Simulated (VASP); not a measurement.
The system is MnS.

```xyz
4
Lattice="0.0000 2.6122 2.6122 5.2245 2.6122 2.6122 5.2245 5.2245 0.0000" Properties=species:S:1:pos:R:3 pbc="T T T"
Mn    0.0000    0.0000    0.0000
Mn    2.6122    2.6122    0.0000
S     2.6122    2.6122    2.6122
S     5.2245    5.2245    2.6122
```

Base run:

| Property | Result |
| --- | --- |
| Program | VASP 6.6.1 |
| Functional | PBEsol |
| Potentials or basis | VASP PAW PBE potentials, release 64 (Mn_sv, S) |
| Cutoff | 680 eV |
| k mesh | 6 × 6 × 6 |
| Occupations | gaussian, width 0.05 eV |
| Spin | collinear spin, antiferromagnetic start |
| Starting moments | [4.89, -4.89, -0.05, 0.05] μB |
| Hubbard terms | Mn d U = 4.0 eV, J = 0.9 eV |

Its results: band gap on the k mesh 0.72 eV; pressure -2.3 GPa; net moment 0.00 μB per cell; site moments Mn +4.36, -4.36; S -0.03, +0.03 μB.

Question: The run is repeated on the same cell with these changes: spin from collinear spin, antiferromagnetic start to collinear spin, ferromagnetic start; moments at the start from [4.89, -4.89, -0.05, 0.05] to [4.47, 4.47, 0.13, 0.13]. What comes out?

Answer: Band gap on the k mesh 0.07 eV; pressure -1.5 GPa; net moment 9.99 μB per cell; site moments Mn +4.38; S +0.10 μB.

Caveats: the PAW data sets were made with another functional, which shifts forces and pressure a little; the antiferromagnetic order is the one typed at the start, and another may lie lower (at least some runs); the run started ferromagnetic, and an antiferromagnetic order may lie lower in energy (at least some runs).

A k mesh can miss the band edges.
